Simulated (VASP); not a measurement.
# SiO2: single point with r2SCAN

Crystal: SiO2.

```
Si O
1.0
     4.95578    0.00000    0.00000
    -2.47789    4.29183    0.00000
     0.00000    0.00000    5.42792
Si O
3 6
Direct
  0.50000 0.50000 0.33333
  0.00000 0.50000 0.66667
  0.50000 0.00000 0.00000
  0.20824 0.79176 0.83333
  0.41648 0.20824 0.16667
  0.20824 0.41648 0.50000
  0.79176 0.20824 0.83333
  0.58352 0.79176 0.16667
  0.79176 0.58352 0.50000
```

```json
{
  "Program": "VASP 6.6.1",
  "Task": "single point",
  "Functional": "r2SCAN",
  "Potentials or basis": "VASP PAW PBE potentials, release 64 (Si, O)",
  "Cutoff": "520 eV",
  "k mesh": "6 × 6 × 4",
  "Occupations": "gaussian, width 0.01 eV",
  "Spin": "no spin polarisation",
  "Dipole correction": "no",
  "Further INCAR settings": "ALGO = Normal; EDIFF = 1e-07; NBANDS = 34"
}
```

```json
{"Pressure": "13.5 GPa", "Largest force": "0.533 eV/Å", "Band gap on the k mesh": "6.58 eV (least direct gap 6.78 eV)"}
```

Forces on the atoms (eV/Å):
```
Si   0.000  0.000  0.000
Si   0.000  0.000  0.000
Si   0.000  0.000  0.000
O   -0.462  0.267  0.000
O   -0.462 -0.267  0.000
O    0.000 -0.533  0.000
O    0.462 -0.267  0.000
O    0.462  0.267  0.000
O    0.000  0.533  0.000
```

Stress tensor (GPa, compression positive):
```
13.47  0.00  0.00
 0.00 13.47  0.00
 0.00  0.00 13.61
```

Levels at points of the mesh, in eV from the valence-band top:
| k point | band 22 | band 23 | band 24 | band 25 | band 26 | band 27 |
| --- | --- | --- | --- | --- | --- | --- |
| (0.00, 0.00, 0.00) | -0.51 | -0.51 | -0.21 | 6.58 | 10.03 | 10.03 |
| (0.50, 0.00, 0.00) | -1.10 | -0.38 | 0.00 | 8.73 | 9.63 | 10.68 |
| (0.00, 0.00, 0.50) | -0.29 | -0.01 | -0.01 | 8.49 | 8.49 | 9.42 |
| (0.50, 0.00, 0.50) | -0.79 | -0.74 | -0.38 | 9.97 | 10.15 | 10.56 |

Wall time 2 min on 1 thread of Intel(R) Xeon(R) 6975P-C (Granite Rapids), on a shared host, peak memory 0.27 GiB.

Caveat: the cell stands under pressure; the PAW data sets were made with another functional, which shifts forces and pressure a little. r2SCAN opens gaps a little over a GGA but as a rule still falls short of measured ones.
